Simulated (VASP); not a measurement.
# Na2S (Fm-3m) in VASP: single point with PBEsol

Aim: the single point of Na2S with PBEsol.

Program: VASP 6.6.1. These are calculated values, not measurements. Logs are shortened: lines on timing, memory, paths and dates and some standing lists are left out, and cuts for length are marked.

## (1) The cell of the first run

It takes space group Fm-3m (No. 225, cubic). Conventional cell: a = 6.526 Å, b = 6.526 Å, c = 6.526 Å, α = 90.00°, β = 90.00°, γ = 90.00°. Na (site symmetry -43m) has 4 S at 2.83 Å and 6 Na at 3.26 Å within 3.7 Å. S (site symmetry m-3m) has 8 Na at 2.83 Å within 3.7 Å.

## (2) Single point, PBEsol

Input file INCAR:

```
SYSTEM = Na2S
PREC = Accurate
ENCUT = 500
EDIFF = 1E-6
ISMEAR = -1
SIGMA = 0.02
LREAL = .FALSE.
LASPH = .TRUE.
NELM = 120
ALGO = Normal
ISIF = 2
LWAVE = .FALSE.
LCHARG = .FALSE.
GGA = PS
NBANDS = 17
GGA_COMPAT = .FALSE.
```

Input file KPOINTS:

```
Automatic mesh
0
G
  8 8 8
  0 0 0
```

Input file POSCAR:

```
Na2S
1.0
    0.0000000000      3.2630000000      3.2630000000
    3.2630000000      0.0000000000      3.2630000000
    3.2630000000      3.2630000000      0.0000000000
Na S
2 1
Direct
    0.2500000000      0.2500000000      0.2500000000
    0.7500000000      0.7500000000      0.7500000000
    0.0000000000      0.0000000000      0.0000000000
```

Potentials or basis: VASP PAW PBE potentials, release 64 (Na_pv, S).

Launch:

```sh
$ cat potpaw_PBE.64/Na_pv/POTCAR potpaw_PBE.64/S/POTCAR > POTCAR
$ mpirun -np 1 vasp_std > vasp.out
```

OUTCAR:

```text
SYSTEM = Na2S
   PREC = Accurate
   ENCUT = 500
   EDIFF = 1E-6
   ISMEAR = -1
   LREAL = .FALSE.
   LASPH = .TRUE.
   NELM = 120
   ISIF = 2
   GGA = PS

 ion  position               nearest neighbor table
   1  0.250  0.250  0.250-
   2  0.750  0.750  0.750-
   3  0.000  0.000  0.000-

  LATTYP: Found a face centered cubic cell.
 ALAT       =     6.5260000000

  Lattice vectors:

 A1 = (   0.0000000000,   3.2630000000,   3.2630000000)
 A2 = (   3.2630000000,   0.0000000000,   3.2630000000)
 A3 = (   3.2630000000,   3.2630000000,   0.0000000000)

Analysis of symmetry for initial positions (statically):
=====================================================================
 Subroutine PRICEL returns:
 Original cell was already a primitive cell.

 Routine SETGRP: Setting up the symmetry group for a
 face centered cubic supercell.

 Subroutine GETGRP returns: Found 48 space group operations
 (whereof 48 operations were pure point group operations)
 out of a pool of 48 trial point group operations.

The static configuration has the point symmetry O_h .

Analysis of symmetry for dynamics (positions and initial velocities):
=====================================================================
 Subroutine PRICEL returns:
 Original cell was already a primitive cell.

 Routine SETGRP: Setting up the symmetry group for a
 face centered cubic supercell.

 Subroutine GETGRP returns: Found 48 space group operations
 (whereof 48 operations were pure point group operations)
 out of a pool of 48 trial point group operations.

The dynamic configuration has the point symmetry O_h .

 Subroutine INISYM returns: Found 48 space group operations
 (whereof 48 operations are pure point group operations),
 and found     1 'primitive' translations

----------------------------------------------------------------------------------------

                                     Primitive cell

  volume of cell :      69.4834

  direct lattice vectors                    reciprocal lattice vectors
     0.000000000  3.263000000  3.263000000    -0.153233221  0.153233221  0.153233221
     3.263000000  0.000000000  3.263000000     0.153233221 -0.153233221  0.153233221
     3.263000000  3.263000000  0.000000000     0.153233221  0.153233221 -0.153233221

  length of vectors
     4.614578854  4.614578854  4.614578854     0.265407724  0.265407724  0.265407724

  position of ions in fractional coordinates (direct lattice)
     0.250000000  0.250000000  0.250000000
     0.750000000  0.750000000  0.750000000
     0.000000000  0.000000000  0.000000000

  ion indices of the primitive-cell ions
   primitive index   ion index
                 1           1
                 2           2
                 3           3

----------------------------------------------------------------------------------------

 KPOINTS: Automatic mesh

Automatic generation of k-mesh.
 Grid dimensions read from file:
 generate k-points for:    8    8    8

 Generating k-lattice:

  Cartesian coordinates                     Fractional coordinates (reciprocal lattice)
    -0.019154153  0.019154153  0.019154153     0.125000000  0.000000000  0.000000000
     0.019154153 -0.019154153  0.019154153     0.000000000  0.125000000  0.000000000
     0.019154153  0.019154153 -0.019154153     0.000000000  0.000000000  0.125000000

  Length of vectors
     0.033175966  0.033175966  0.033175966

  Shift w.r.t. Gamma in fractional coordinates (k-lattice)
     0.000000000  0.000000000  0.000000000

 Subroutine IBZKPT returns following result:
 ===========================================

 Found     29 irreducible k-points:

 Following reciprocal coordinates:
            Coordinates               Weight
  0.000000  0.000000  0.000000      1.000000
  0.125000  0.000000  0.000000      8.000000
  0.250000  0.000000  0.000000      8.000000
  0.375000  0.000000  0.000000      8.000000
  0.500000  0.000000  0.000000      4.000000
  0.125000  0.125000  0.000000      6.000000
[... 16 lines left out ...]
  0.500000  0.250000  0.125000     48.000000
 -0.375000  0.250000  0.125000     24.000000
 [... further k-points ...]
   k-points           NKPTS =     29   k-points in BZ     NKDIM =     29   number of bands    NBANDS=     17
   number of dos      NEDOS =    301   number of ions     NIONS =      3
   total plane-waves  NPLWV =  46656
   dimension x,y,z NGX =    36 NGY =   36 NGZ =   36
   dimension x,y,z NGXF=    72 NGYF=   72 NGZF=   72
   ions per type =               2   1
   NGX,Y,Z   is equivalent  to a cutoff of  12.97, 12.97, 12.97 a.u.
   NGXF,Y,Z  is equivalent  to a cutoff of  25.94, 25.94, 25.94 a.u.
 SYSTEM =  Na2S
   PREC   = accura    normal or accurate (medium, high low for compatibility)
   ISTART =      0    job   : 0-new  1-cont  2-samecut
   ICHARG =      2    charge: 1-file 2-atom 10-const
   ISPIN  =      1    spin polarized calculation?
   LNONCOLLINEAR =      F non collinear calculations
   LSORBIT =      F    spin-orbit coupling
   LASPH  =      T    aspherical Exc in radial PAW
   ENCUT  =  500.0 eV  36.75 Ry    6.06 a.u.   8.41  8.41  8.41*2*pi/ulx,y,z
   NELM   =    120;   NELMIN=  2; NELMDL= -5     # of ELM steps
   EDIFF  = 0.1E-05   stopping-criterion for ELM
   LREAL  =      F    real-space projection
   EDIFFG = 0.1E-04   stopping-criterion for IOM
   NSW    =      0    number of steps for IOM
   IBRION =     -1    ionic relax: 0-MD 1-quasi-New 2-CG
   NFREE  =      0    steps in history (QN), initial steepest desc. (CG)
   ISIF   =      2    stress and relaxation
   ISYM   =      2    0-nonsym 1-usesym 2-fastsym
   POTIM  = 0.5000    time-step for ionic-motion
   TEBEG  =    0.0;   TEEND  =   0.0 temperature during run
   PSTRESS=    0.0 pullay stress
   NELECT =      20.0000    total number of electrons
   NUPDOWN=      -1.0000    fix difference up-down
   EMIN   =  10.00;   EMAX   =-10.00  energy-range for DOS
   EFERMI =   0.00;   METHOD = LEGACY
   ISMEAR =    -1;   SIGMA  =   0.02  broadening in eV -4-tet -1-fermi 0-gaus
   EFERMI_NEDOS =   21; number of points for ismear=-14 and -15
   IALGO  =     38    algorithm
   IMIX   =      4    mixing-type and parameters
     AMIX     =   0.40;   BMIX     =  1.00
     AMIX_MAG =   1.60;   BMIX_MAG =  1.00
  volume/ion in A,a.u.               =      23.16       156.30
  Fermi-wavevector in a.u.,A,eV,Ry     =   1.080914  2.042631 15.896704  1.168375
  Thomas-Fermi vector in A             =   2.216917
   LORBIT       =      0    0 simple, 1 ext, 2 COOP (PROOUT), +10 PAW based schemes
   GGA     = PS    functional components
   LHFCALC =     F    Hartree Fock is set to
   AEXX    =    0.0000 exact exchange contribution
   IVDW    =     0    specifies the selected vdW correction
   LEPSILON=     F    determine dielectric tensor
   LRPA    =     F    only Hartree local field effects (RPA)
 non-spin polarized calculation
  energy-cutoff  :      500.00
  volume of cell :       69.48
 maximum number of plane-waves:      1807
 NGX is ok and might be reduce to    36
   NGX = 17   NGY = 17   NGZ = 17

 number of electron      19.9999985 magnetization

 Free energy of the ion-electron system (eV)
  ---------------------------------------------------
  ext. energy  EPLUGINS =         0.00000000
  ---------------------------------------------------
  free energy    TOTEN  =       -10.37459580 eV

  energy without entropy =      -10.37459580  energy(sigma->0) =      -10.37459580

 E-fermi :   0.5709     XC(G=0):  -7.9797

 val. band max:        0.1410865408   @ k =   0.0000   0.0000   0.0000
 cond. band min:       2.5285722230   @ k =   0.0000   0.0000   0.0000
 fundamental gap:      2.3874856822
 Fermi energy:         0.5709444352

 k-point     1 :       0.0000    0.0000    0.0000
  band No.  band energies     occupation
      1     -21.9109      2.00000
      2     -21.9109      2.00000
      3     -21.9109      2.00000
      4     -21.8546      2.00000
      5     -21.8546      2.00000
      6     -21.8546      2.00000
[... 9 lines left out ...]
     16       9.4547      0.00000
     17      11.2702      0.00000

 k-point     2 :       0.1250    0.0000    0.0000
  band No.  band energies     occupation
      1     -21.9095      2.00000
      2     -21.9088      2.00000
      3     -21.9088      2.00000
      4     -21.8579      2.00000
      5     -21.8569      2.00000
      6     -21.8569      2.00000
[... 9 lines left out ...]
     16       9.0630      0.00000
     17      10.8270      0.00000

 k-point     3 :       0.2500    0.0000    0.0000
  band No.  band energies     occupation
      1     -21.9055      2.00000
      2     -21.9031      2.00000
      3     -21.9031      2.00000
      4     -21.8666      2.00000
      5     -21.8633      2.00000
      6     -21.8633      2.00000
[... 9 lines left out ...]
     16       9.2350      0.00000
     17      10.3848      0.00000

 k-point     4 :       0.3750    0.0000    0.0000
  band No.  band energies     occupation
      1     -21.8990      2.00000
      2     -21.8943      2.00000
      3     -21.8943      2.00000
      4     -21.8779      2.00000
      5     -21.8727      2.00000
      6     -21.8727      2.00000
[... 9 lines left out ...]
     16      10.2627      0.00000
     17      10.6506      0.00000

 k-point     5 :       0.5000    0.0000    0.0000
  band No.  band energies     occupation
      1     -21.8922      2.00000
      2     -21.8866      2.00000
      3     -21.8845      2.00000
      4     -21.8845      2.00000
      5     -21.8828      2.00000
      6     -21.8828      2.00000
[... 9 lines left out ...]
     16      11.5451      0.00000
     17      11.5451      0.00000

 k-point     6 :       0.1250    0.1250    0.0000
  band No.  band energies     occupation
      1     -21.9126      2.00000
      2     -21.9126      2.00000
      3     -21.9005      2.00000
      4     -21.8670      2.00000
      5     -21.8535      2.00000
      6     -21.8535      2.00000
[... 9 lines left out ...]
     16       9.6623      0.00000
     17      11.6265      0.00000

 k-point     7 :       0.2500    0.1250    0.0000
  band No.  band energies     occupation
      1     -21.9125      2.00000
      2     -21.9120      2.00000
      3     -21.8899      2.00000
      4     -21.8800      2.00000
      5     -21.8553      2.00000
      6     -21.8548      2.00000
[... 9 lines left out ...]
     16       9.8330      0.00000
     17      11.1541      0.00000

 k-point     8 :       0.3750    0.1250    0.0000
  band No.  band energies     occupation
      1     -21.9092      2.00000
      2     -21.9070      2.00000
      3     -21.8934      2.00000
      4     -21.8784      2.00000
      5     -21.8621      2.00000
      6     -21.8604      2.00000
[... 9 lines left out ...]
     16      10.6817      0.00000
     17      11.0865      0.00000
[... 203 lines left out ...]
      1     -21.9344      2.00000
      2     -21.9201      2.00000
      3     -21.9196      2.00000
      4     -21.8502      2.00000
      5     -21.8497      2.00000
      6     -21.8434      2.00000
[... 9 lines left out ...]
     16      11.9530      0.00000
     17      12.1511      0.00000

 k-point    20 :      -0.3750    0.3750    0.0000
  band No.  band energies     occupation
      1     -21.9343      2.00000
      2     -21.9146      2.00000
      3     -21.9126      2.00000
      4     -21.8578      2.00000
      5     -21.8563      2.00000
      6     -21.8422      2.00000
[... 9 lines left out ...]
     16      10.7858      0.00000
     17      13.0517      0.00000

 k-point    21 :       0.5000    0.5000    0.0000
  band No.  band energies     occupation
      1     -21.9386      2.00000
      2     -21.9226      2.00000
      3     -21.9226      2.00000
      4     -21.8470      2.00000
      5     -21.8470      2.00000
      6     -21.8402      2.00000
[... 9 lines left out ...]
     16      11.7898      0.00000
     17      12.1802      0.00000

 k-point    22 :       0.3750    0.2500    0.1250
  band No.  band energies     occupation
      1     -21.9188      2.00000
      2     -21.9061      2.00000
      3     -21.8951      2.00000
      4     -21.8769      2.00000
      5     -21.8625      2.00000
      6     -21.8497      2.00000
[... 9 lines left out ...]
     16      10.6833      0.00000
     17      11.7418      0.00000

 k-point    23 :       0.5000    0.2500    0.1250
  band No.  band energies     occupation
      1     -21.9210      2.00000
      2     -21.9080      2.00000
      3     -21.8967      2.00000
      4     -21.8732      2.00000
      5     -21.8650      2.00000
      6     -21.8500      2.00000
[... 9 lines left out ...]
     16      11.1935      0.00000
     17      12.0567      0.00000

 k-point    24 :      -0.3750    0.2500    0.1250
  band No.  band energies     occupation
      1     -21.9196      2.00000
      2     -21.9149      2.00000
      3     -21.8853      2.00000
      4     -21.8851      2.00000
      5     -21.8560      2.00000
      6     -21.8550      2.00000
[... 9 lines left out ...]
     16      10.7361      0.00000
     17      12.0656      0.00000

 [... further k-points ...]
[... 5 lines left out ...]
  --------------------------------------------------------------------------------------
  -------------------------------------------------------------------------------------
  Total       -0.1216219     -0.1216219     -0.1216219      0.0000000     -0.0000000     -0.0000000
  in kB       -2.8044084     -2.8044084     -2.8044084      0.0000000     -0.0000000     -0.0000000
  external PRESSURE =      -2.8044084 kB  Pullay stress =       0.0000000 kB

 VOLUME and BASIS-vectors are now :
 -----------------------------------------------------------------------------
  energy-cutoff  :      500.00
  volume of cell :       69.48
      direct lattice vectors                 reciprocal lattice vectors
     0.000000000  3.263000000  3.263000000    -0.153233221  0.153233221  0.153233221
     3.263000000  0.000000000  3.263000000     0.153233221 -0.153233221  0.153233221
     3.263000000  3.263000000  0.000000000     0.153233221  0.153233221 -0.153233221

 POSITION                                       TOTAL-FORCE (eV/Angst)
 -----------------------------------------------------------------------------------
      1.63150      1.63150      1.63150         0.000000      0.000000      0.000000
      4.89450      4.89450      4.89450        -0.000000     -0.000000     -0.000000
      0.00000      0.00000      0.00000         0.000000     -0.000000     -0.000000
 -----------------------------------------------------------------------------------
    total drift:                                0.000000      0.000000      0.000000

  FREE ENERGIE OF THE ION-ELECTRON SYSTEM (eV)
  ---------------------------------------------------
  free  energy   TOTEN  =       -10.3745958012 eV

  energy  without entropy=      -10.3745958012  energy(sigma->0) =      -10.37459580
```

Wall time 59 s (1 thread of Intel Xeon 8259CL, shared host); peak memory 0.2 GiB.

Results:

| Item | Value |
| --- | --- |
| Free energy | -10.3746 eV |
| Pressure | -0.3 GPa |
| Band gap on the k mesh | 2.39 eV |

Levels at points of the mesh, in eV from the valence-band top:
| k point | band 7 | band 8 | band 9 | band 10 | band 11 | band 12 | band 13 | band 14 |
| --- | --- | --- | --- | --- | --- | --- | --- | --- |
| (0.00, 0.00, 0.00) | -10.14 | 0.00 | 0.00 | 0.00 | 2.39 | 7.69 | 7.69 | 7.69 |
| (0.50, 0.00, 0.00) | -9.88 | -1.69 | -0.13 | -0.13 | 4.74 | 6.34 | 7.07 | 7.07 |
| (0.50, 0.50, 0.00) | -9.80 | -1.50 | -0.47 | -0.47 | 3.70 | 5.97 | 8.45 | 9.70 |

Caveat: the PAW data sets were made with another functional, which shifts forces and pressure a little. A k mesh can miss the band edges.
